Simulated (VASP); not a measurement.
# InP3 (R-3m) in VASP: notebook

InP3 is run at these levels: PBEsol; tasks: single point.

All numbers are computed with VASP 6.6.1; they aren't measurements. Logs are shortened: lines on timing, memory, paths and dates and some standing lists are left out, and cuts for length are marked.

### 1 The cell of the first run

The structure is trigonal, space group R-3m (No. 166). The conventional cell has a = 6.836 Å, b = 6.836 Å, c = 10.625 Å, α = 90.00°, β = 90.00°, γ = 120.00°. In (site symmetry 3m) has 6 P at 2.51 to 2.90 Å within 3.3 Å. P (site symmetry m) has 2 P at 2.13 Å and 1 In at 2.51 Å within 2.8 Å.

### 2 Single point, PBEsol (strain -0.080 along x and y, +0.080 along z)

INCAR

```
PREC = Accurate ; ENCUT = 520
EDIFF = 1E-6 ; ISMEAR = 0
SIGMA = 0.15 ; LREAL = False
LASPH = True ; NELM = 60
ALGO = Normal ; ISIF = 2
LWAVE = False ; LCHARG = False
GGA = PS ; NBANDS = 38
```

KPOINTS

```
regular mesh
0
Gamma
  6 6 6
```

POSCAR

```
InP3
1.0
    3.4177878374      1.9732607279      3.5417263837
   -3.4177878374      1.9732607279      3.5417263837
    0.0000000000     -3.9465214559      3.5417263837
In P
2 6
Direct
    0.2732789115      0.2732789115      0.2732789115
    0.7267210885      0.7267210885      0.7267210885
    0.7947108827      0.2411926280      0.7947108827
    0.7947108827      0.7947108827      0.2411926280
    0.2411926280      0.7947108827      0.7947108827
    0.2052891173      0.7588073720      0.2052891173
    0.7588073720      0.2052891173      0.2052891173
    0.2052891173      0.2052891173      0.7588073720
```

Potentials or basis: VASP PAW PBE potentials, release 64 (In_d, P).

Launch:

```console
$ cat potpaw_PBE.64/In_d/POTCAR potpaw_PBE.64/P/POTCAR > POTCAR
$ mpirun -np 1 vasp_std > vasp.out
```

OUTCAR:

```text
PREC = Accurate
   ENCUT = 520
   EDIFF = 1E-6
   ISMEAR = 0
   LREAL = False
   LASPH = True
   NELM = 60
   ISIF = 2
   GGA = PS

 ion  position               nearest neighbor table
   1  0.273  0.273  0.273-   8 2.51   7 2.51   6 2.51   6 2.90   7 2.90   8 2.90   3 3.42   5 3.42
                             3 3.42   5 3.42   4 3.42   4 3.42
   2  0.727  0.727  0.727-   4 2.51   3 2.51   5 2.51   3 2.90   5 2.90   4 2.90   6 3.42   7 3.42
                             7 3.42   6 3.42   8 3.42   8 3.42
   3  0.795  0.241  0.795-   8 2.13   7 2.13   2 2.51   2 2.90   1 3.42   1 3.42
   4  0.795  0.795  0.241-   6 2.13   7 2.13   2 2.51   2 2.90   1 3.42   1 3.42
   5  0.241  0.795  0.795-   8 2.13   6 2.13   2 2.51   2 2.90   1 3.42   1 3.42
   6  0.205  0.759  0.205-   4 2.13   5 2.13   1 2.51   1 2.90   2 3.42   2 3.42
   7  0.759  0.205  0.205-   4 2.13   3 2.13   1 2.51   1 2.90   2 3.42   2 3.42
   8  0.205  0.205  0.759-   3 2.13   5 2.13   1 2.51   1 2.90   2 3.42   2 3.42

  LATTYP: Found a trigonal (rhomboedric) cell.
 ALAT       =     5.3027216954
 COS(alpha) =     0.1691501867

  Lattice vectors:

 A1 = (   3.4177878374,   1.9732607279,   3.5417263837)
 A2 = (  -3.4177878374,   1.9732607279,   3.5417263837)
 A3 = (   0.0000000000,  -3.9465214559,   3.5417263837)

Analysis of symmetry for initial positions (statically):
=====================================================================
 Subroutine PRICEL returns:
 Original cell was already a primitive cell.

 Routine SETGRP: Setting up the symmetry group for a
 trigonal (rhombohedral) supercell.

 Subroutine GETGRP returns: Found 12 space group operations
 (whereof 12 operations were pure point group operations)
 out of a pool of 12 trial point group operations.

The static configuration has the point symmetry D_3d.
[... 5 lines left out ...]

 Routine SETGRP: Setting up the symmetry group for a
 trigonal (rhombohedral) supercell.

 Subroutine GETGRP returns: Found 12 space group operations
 (whereof 12 operations were pure point group operations)
 out of a pool of 12 trial point group operations.

The dynamic configuration has the point symmetry D_3d.
[... 7 lines left out ...]
                                     Primitive cell

  volume of cell :     143.3164

  direct lattice vectors                    reciprocal lattice vectors
     3.417787837  1.973260728  3.541726384     0.146293458  0.084462567  0.094116060
    -3.417787837  1.973260728  3.541726384    -0.146293458  0.084462567  0.094116060
     0.000000000 -3.946521456  3.541726384     0.000000000 -0.168925134  0.094116060

  length of vectors
     5.302721695  5.302721695  5.302721695     0.193374077  0.193374077  0.193374077

  position of ions in fractional coordinates (direct lattice)
     0.273278912  0.273278912  0.273278912
     0.726721088  0.726721088  0.726721088
     0.794710883  0.241192628  0.794710883
     0.794710883  0.794710883  0.241192628
     0.241192628  0.794710883  0.794710883
     0.205289117  0.758807372  0.205289117
     0.758807372  0.205289117  0.205289117
     0.205289117  0.205289117  0.758807372

  ion indices of the primitive-cell ions
   primitive index   ion index
                 1           1
                 2           2
                 3           3
                 4           4
                 5           5
                 6           6
                 7           7
                 8           8

----------------------------------------------------------------------------------------

 KPOINTS: regular mesh

Automatic generation of k-mesh.
 Grid dimensions read from file:
 generate k-points for:    6    6    6

 Generating k-lattice:

  Cartesian coordinates                     Fractional coordinates (reciprocal lattice)
     0.024382243  0.014077095  0.015686010     0.166666667 -0.000000000  0.000000000
    -0.024382243  0.014077095  0.015686010    -0.000000000  0.166666667  0.000000000
     0.000000000 -0.028154189  0.015686010     0.000000000  0.000000000  0.166666667

  Length of vectors
     0.032229013  0.032229013  0.032229013

  Shift w.r.t. Gamma in fractional coordinates (k-lattice)
     0.000000000  0.000000000  0.000000000

 Subroutine IBZKPT returns following result:
 ===========================================

 Found     32 irreducible k-points:

 Following reciprocal coordinates:
            Coordinates               Weight
  0.000000  0.000000  0.000000      1.000000
  0.166667 -0.000000  0.000000      6.000000
  0.333333  0.000000  0.000000      6.000000
  0.500000  0.000000  0.000000      3.000000
  0.166667  0.166667  0.000000      6.000000
  0.333333  0.166667  0.000000     12.000000
[... 16 lines left out ...]
  0.500000  0.500000  0.166667      6.000000
 -0.333333  0.500000  0.166667     12.000000
 [... further k-points ...]
   k-points           NKPTS =     32   k-points in BZ     NKDIM =     32   number of bands    NBANDS=     38
   number of dos      NEDOS =    301   number of ions     NIONS =      8
   total plane-waves  NPLWV =  64000
   dimension x,y,z NGX =    40 NGY =   40 NGZ =   40
   dimension x,y,z NGXF=    80 NGYF=   80 NGZF=   80
   ions per type =               2   6
   NGX,Y,Z   is equivalent  to a cutoff of  12.54, 12.54, 12.54 a.u.
   NGXF,Y,Z  is equivalent  to a cutoff of  25.08, 25.08, 25.08 a.u.
 SYSTEM =  unknown system
   PREC   = accura    normal or accurate (medium, high low for compatibility)
   ISTART =      0    job   : 0-new  1-cont  2-samecut
   ICHARG =      2    charge: 1-file 2-atom 10-const
   ISPIN  =      1    spin polarized calculation?
   LNONCOLLINEAR =      F non collinear calculations
   LSORBIT =      F    spin-orbit coupling
   LASPH  =      T    aspherical Exc in radial PAW
   ENCUT  =  520.0 eV  38.22 Ry    6.18 a.u.   9.86  9.86  9.86*2*pi/ulx,y,z
   NELM   =     60;   NELMIN=  2; NELMDL= -5     # of ELM steps
   EDIFF  = 0.1E-05   stopping-criterion for ELM
   LREAL  =      F    real-space projection
   EDIFFG = 0.1E-04   stopping-criterion for IOM
   NSW    =      0    number of steps for IOM
   IBRION =     -1    ionic relax: 0-MD 1-quasi-New 2-CG
   NFREE  =      0    steps in history (QN), initial steepest desc. (CG)
   ISIF   =      2    stress and relaxation
   ISYM   =      2    0-nonsym 1-usesym 2-fastsym
   POTIM  = 0.5000    time-step for ionic-motion
   TEBEG  =    0.0;   TEEND  =   0.0 temperature during run
   PSTRESS=    0.0 pullay stress
   NELECT =      56.0000    total number of electrons
   NUPDOWN=      -1.0000    fix difference up-down
   EMIN   =  10.00;   EMAX   =-10.00  energy-range for DOS
   EFERMI =   0.00;   METHOD = LEGACY
   ISMEAR =     0;   SIGMA  =   0.15  broadening in eV -4-tet -1-fermi 0-gaus
   EFERMI_NEDOS =   21; number of points for ismear=-14 and -15
   IALGO  =     38    algorithm
   IMIX   =      4    mixing-type and parameters
     AMIX     =   0.40;   BMIX     =  1.00
     AMIX_MAG =   1.60;   BMIX_MAG =  1.00
  volume/ion in A,a.u.               =      17.91       120.89
  Fermi-wavevector in a.u.,A,eV,Ry     =   1.196848  2.261714 19.489590  1.432444
  Thomas-Fermi vector in A             =   2.332778
   LORBIT       =      0    0 simple, 1 ext, 2 COOP (PROOUT), +10 PAW based schemes
   GGA     = PS    functional components
   LHFCALC =     F    Hartree Fock is set to
   AEXX    =    0.0000 exact exchange contribution
   IVDW    =     0    specifies the selected vdW correction
   LEPSILON=     F    determine dielectric tensor
   LRPA    =     F    only Hartree local field effects (RPA)
 non-spin polarized calculation
 Gauss-broadening in eV      SIGMA  =   0.15
  energy-cutoff  :      520.00
  volume of cell :      143.32
 maximum number of plane-waves:      3881
   NGX = 19   NGY = 19   NGZ = 19

 number of electron      55.9999982 magnetization

 Free energy of the ion-electron system (eV)
  ---------------------------------------------------
  ext. energy  EPLUGINS =         0.00000000
  ---------------------------------------------------
  free energy    TOTEN  =       -39.91204681 eV

  energy without entropy =      -39.89636284  energy(sigma->0) =      -39.90420482

 E-fermi :   8.2682     XC(G=0): -10.7767

 val. band max:        8.1927801303   @ k =   0.3333   0.3333   0.0000
 cond. band min:       8.3293876363   @ k =   0.5000   0.5000   0.5000
 fundamental gap:      0.1366075060
 Fermi energy:         8.2681741473

 k-point     1 :       0.0000    0.0000    0.0000
  band No.  band energies     occupation
      1      -7.2982      2.00000
      2      -6.7253      2.00000
      3      -6.7253      2.00000
      4      -6.4673      2.00000
      5      -6.4673      2.00000
      6      -6.3187      2.00000
[... 30 lines left out ...]
     37      14.1255      0.00000
     38      15.2507      0.00000

 k-point     2 :       0.1667   -0.0000    0.0000
  band No.  band energies     occupation
      1      -7.2573      2.00000
      2      -6.7072      2.00000
      3      -6.6492      2.00000
      4      -6.4772      2.00000
      5      -6.4603      2.00000
      6      -6.3195      2.00000
[... 30 lines left out ...]
     37      13.5313      0.00000
     38      14.5062      0.00000

 k-point     3 :       0.3333    0.0000    0.0000
  band No.  band energies     occupation
      1      -7.1877      2.00000
      2      -6.6640      2.00000
      3      -6.5039      2.00000
      4      -6.4735      2.00000
      5      -6.4117      2.00000
      6      -6.3237      2.00000
[... 30 lines left out ...]
     37      13.8297      0.00000
[... 781 lines left out ...]
 k-point    23 :       0.5000    0.5000    0.1667
  band No.  band energies     occupation
      1      -7.0301      2.00000
      2      -6.5180      2.00000
      3      -6.5124      2.00000
      4      -6.4487      2.00000
      5      -6.4123      2.00000
      6      -6.3308      2.00000
[... 30 lines left out ...]
     37      12.5411      0.00000
     38      12.5908      0.00000

 k-point    24 :      -0.3333    0.5000    0.1667
  band No.  band energies     occupation
      1      -7.0615      2.00000
      2      -6.5253      2.00000
      3      -6.5130      2.00000
      4      -6.4555      2.00000
      5      -6.3738      2.00000
      6      -6.3329      2.00000
[... 30 lines left out ...]
     37      12.6935      0.00000
     38      13.4379      0.00000

 [... further k-points ...]

------------------------ aborting loop because EDIFF is reached ----------------------------------------

  FORCE on cell =-STRESS in cart. coord.  units (eV):
  Direction    XX          YY          ZZ          XY          YZ          ZX
  --------------------------------------------------------------------------------------
  -------------------------------------------------------------------------------------
  Total       17.3272606     17.3272606      0.3990754      0.0000000     -0.0000000      0.0000000
  in kB      193.7067083    193.7067083      4.4613852      0.0000000     -0.0000000      0.0000000
  external PRESSURE =     130.6249339 kB  Pullay stress =       0.0000000 kB

 VOLUME and BASIS-vectors are now :
 -----------------------------------------------------------------------------
  energy-cutoff  :      520.00
  volume of cell :      143.32
      direct lattice vectors                 reciprocal lattice vectors
     3.417787837  1.973260728  3.541726384     0.146293458  0.084462567  0.094116060
    -3.417787837  1.973260728  3.541726384    -0.146293458  0.084462567  0.094116060
     0.000000000 -3.946521456  3.541726384     0.000000000 -0.168925134  0.094116060

 POSITION                                       TOTAL-FORCE (eV/Angst)
 -----------------------------------------------------------------------------------
      0.00000     -0.00000      2.90364        -0.000000      0.000000     -0.447072
      0.00000     -0.00000      7.72154        -0.000000     -0.000000      0.447072
      1.89181     -1.09224      6.48354        -0.714554      0.412548     -0.318342
      0.00000      2.18447      6.48354        -0.000000     -0.825096     -0.318342
     -1.89181     -1.09224      6.48354         0.714554      0.412548     -0.318342
     -1.89181      1.09224      4.14164         0.714554     -0.412548      0.318342
      1.89181      1.09224      4.14164        -0.714554     -0.412548      0.318342
      0.00000     -2.18447      4.14164        -0.000000      0.825096      0.318342
 -----------------------------------------------------------------------------------
    total drift:                               -0.000000      0.000000     -0.000000

  FREE ENERGIE OF THE ION-ELECTRON SYSTEM (eV)
  ---------------------------------------------------
  free  energy   TOTEN  =       -39.9120468065 eV

  energy  without entropy=      -39.8963628403  energy(sigma->0) =      -39.90420482
```

Run time: 3.6 min. Hardware: 1 thread of AMD EPYC 7R13, shared host; peak memory 0.28 GiB.

What came out:

```
Free energy            : -39.9120 eV
Pressure               : 13.1 GPa
Largest force          : 0.884 eV/Å
Band gap on the k mesh : zero (band 28 reaches 8.57 eV, above the bottom of band 29 at 7.87 eV)
```

Forces in eV/Å, atoms in the order of the input:
```
In   0.000  0.000 -0.447
In   0.000  0.000  0.447
P   -0.715  0.413 -0.318
P    0.000 -0.825 -0.318
P    0.715  0.413 -0.318
P    0.715 -0.413  0.318
P   -0.715 -0.413  0.318
P    0.000  0.825  0.318
```

Levels at points of the mesh, in eV from the Fermi level:
| k point | band 25 | band 26 | band 27 | band 28 | band 29 | band 30 | band 31 | band 32 |
| --- | --- | --- | --- | --- | --- | --- | --- | --- |
| (0.00, 0.00, 0.00) | -2.29 | -2.29 | -1.19 | -1.11 | -0.22 | -0.22 | 1.77 | 2.10 |
| (0.50, 0.00, 0.00) | -2.55 | -1.88 | -1.58 | -1.08 | 0.23 | 2.21 | 2.30 | 2.38 |
| (0.50, 0.50, 0.00) | -2.16 | -1.32 | -1.03 | 0.10 | 1.18 | 1.24 | 1.58 | 2.13 |
| (0.50, 0.50, 0.50) | 0.06 | 0.06 | 0.30 | 0.30 | 0.51 | 0.51 | 1.00 | 1.78 |

Caveat: the cell differs from its parent crystal (strain -0.080 along x and y, +0.080 along z); the PAW data sets were made with another functional, which shifts forces and pressure a little; spin-orbit coupling is left out, which moves the levels of the heavy elements.

### 3 Single point, PBEsol (strain +0.000 along x and y, -0.080 along z)

INCAR

```
PREC     = Accurate       # precision mode
ENCUT    = 520            # plane-wave cutoff, eV
EDIFF    = 1E-6           # SCF threshold, eV
ISMEAR   = 0              # smearing method
SIGMA    = 0.15           # smearing width, eV
LREAL    = False          # projectors in reciprocal space
LASPH    = True           # aspherical terms in the spheres
NELM     = 60             # most SCF steps
ALGO     = Normal         # electronic algorithm
ISIF     = 2              # what is computed and relaxed
LWAVE    = False          # write WAVECAR
LCHARG   = True           # write CHGCAR
GGA      = PS             # functional
LELF     = True           # ELF
LVHAR    = True         
NBANDS   = 38             # bands
```

KPOINTS

```
Automatic mesh
0
Gamma
  6 6 6
```

POSCAR: that of step 2 with these lines changed.

```diff
@@ -2,5 +2,5 @@
 1.0
-    3.4177878374      1.9732607279      3.5417263837
-   -3.4177878374      1.9732607279      3.5417263837
-    0.0000000000     -3.9465214559      3.5417263837
+    3.7149867798      2.1448486173      3.0170261787
+   -3.7149867798      2.1448486173      3.0170261787
+    0.0000000000     -4.2896972347      3.0170261787
 In P
```

Potentials or basis: VASP PAW PBE potentials, release 64 (In_d, P).

Launch:

```console
$ cat potpaw_PBE.64/In_d/POTCAR potpaw_PBE.64/P/POTCAR > POTCAR
$ mpirun -np 1 vasp_std > vasp.out
```

Wall time 3.8 min (1 thread of AMD EPYC 7R13, shared host); peak memory 0.28 GiB.

It converged, with:

| Item | Value |
| --- | --- |
| Free energy | -40.9661 eV |
| Pressure | 7.0 GPa |
| Largest force | 0.683 eV/Å |
| Band gap on the k mesh | zero (band 28 reaches 8.00 eV, above the bottom of band 29 at 7.51 eV) |

Forces on the atoms (eV/Å):
```
In   0.000  0.000  0.246
In   0.000  0.000 -0.246
P   -0.220  0.127 -0.634
P    0.000 -0.254 -0.634
P    0.220  0.127 -0.634
P    0.220 -0.127  0.634
P   -0.220 -0.127  0.634
P    0.000  0.254  0.634
```

Stress tensor (GPa, compression positive):
```
 5.39  0.00  0.00
 0.00  5.39  0.00
 0.00  0.00 10.09
```

Levels at points of the mesh, in eV from the Fermi level:
```tsv
k point	band 26	band 27	band 28	band 29	band 30	band 31
(0.00, 0.00, 0.00)	-2.15	-1.09	-1.09	0.38	0.47	1.72
(0.50, 0.00, 0.00)	-2.11	-1.04	-1.00	0.08	2.44	2.48
(0.50, 0.50, 0.00)	-0.71	-0.68	-0.05	0.97	1.35	2.21
(0.50, 0.50, 0.50)	-0.08	0.09	0.09	1.18	1.78	1.78
```

Caveat: the cell differs from its parent crystal (strain +0.000 along x and y, -0.080 along z); the PAW data sets were made with another functional, which shifts forces and pressure a little; spin-orbit coupling is left out, which moves the levels of the heavy elements.

### 4 Single point, PBEsol (strain -0.040 along x and y, +0.000 along z)

INCAR

```
SYSTEM = InP3
  PREC = Accurate
  ENCUT = 520
  EDIFF = 1E-7
  ISMEAR = 0
  SIGMA = 0.15
  LREAL = .FALSE.
  LASPH = .TRUE.
  NELM = 60
  ALGO = Normal
  ISIF = 2
  LWAVE = .FALSE.
  LCHARG = .FALSE.
  GGA = PS
  NBANDS = 38
```

KPOINTS

```
regular mesh
0
G
  6 6 6
  0 0 0
```

POSCAR: that of step 3 with these lines changed.

```diff
@@ -2,5 +2,5 @@
 1.0
-    3.7149867798      2.1448486173      3.0170261787
-   -3.7149867798      2.1448486173      3.0170261787
-    0.0000000000     -4.2896972347      3.0170261787
+    3.5663873086      2.0590546726      3.2793762812
+   -3.5663873086      2.0590546726      3.2793762812
+    0.0000000000     -4.1181093453      3.2793762812
 In P
```

Launch:

```console
$ cat potpaw_PBE.64/In_d/POTCAR potpaw_PBE.64/P/POTCAR > POTCAR
$ mpirun -np 1 vasp_std > vasp.out
```

It took 3.8 min on 1 thread of AMD EPYC 7R13, shared host; peak memory 0.29 GiB.

The run converged. Its results:

| Property | Result |
| --- | --- |
| Free energy | -40.9345 eV |
| Pressure | 9.3 GPa |
| Largest force | 0.736 eV/Å |
| Band gap on the k mesh | zero (band 28 reaches 8.16 eV, above the bottom of band 29 at 7.50 eV) |

Forces in eV/Å, atoms in the order of the input:
```
In   0.000  0.000 -0.084
In   0.000  0.000  0.084
P   -0.463  0.267 -0.507
P    0.000 -0.534 -0.507
P    0.463  0.267 -0.507
P    0.463 -0.267  0.507
P   -0.463 -0.267  0.507
P    0.000  0.534  0.507
```

Stress tensor (GPa, compression positive):
```
11.50  0.00  0.00
 0.00 11.50  0.00
 0.00  0.00  4.91
```

Levels at points of the mesh, in eV from the Fermi level:
```tsv
k point	band 25	band 26	band 27	band 28	band 29	band 30	band 31	band 32
(0.00, 0.00, 0.00)	-2.51	-2.34	-0.63	-0.63	-0.45	-0.05	1.68	2.05
(0.50, 0.00, 0.00)	-2.77	-1.55	-1.41	-1.22	0.20	2.41	2.66	3.07
(0.50, 0.50, 0.00)	-1.69	-0.94	-0.81	0.00	1.32	1.49	1.99	2.42
(0.50, 0.50, 0.50)	0.09	0.09	0.21	0.21	1.45	1.45	1.82	1.82
```

Caveat: the cell differs from its parent crystal (strain -0.040 along x and y, +0.000 along z); the PAW data sets were made with another functional, which shifts forces and pressure a little; spin-orbit coupling is left out, which moves the levels of the heavy elements.

### 5 The runs side by side

| cell | gap on the mesh (eV) | pressure (GPa) | largest force (eV/Å) |
| --- | --- | --- | --- |
| a = 5.303 Å, angles 80.3°, 8 atoms | none | 13.1 | 0.88 |
| a = 5.244 Å, angles 90.2°, 8 atoms | none | 7.0 | 0.68 |
| a = 5.264 Å, angles 85.3°, 8 atoms | none | 9.3 | 0.74 |

Alike in all rows: task single point; level PBEsol; potentials or basis VASP PAW PBE potentials, release 64 (In_d, P); no spin polarisation; k mesh 6 × 6 × 6; cutoff (eV) 520; smearing gaussian 0.15 eV.

Caveats: the PAW data sets were made with another functional, which shifts forces and pressure a little; spin-orbit coupling is left out, which moves the levels of the heavy elements.

Absolute energies hang on the potentials; compare differences alone.
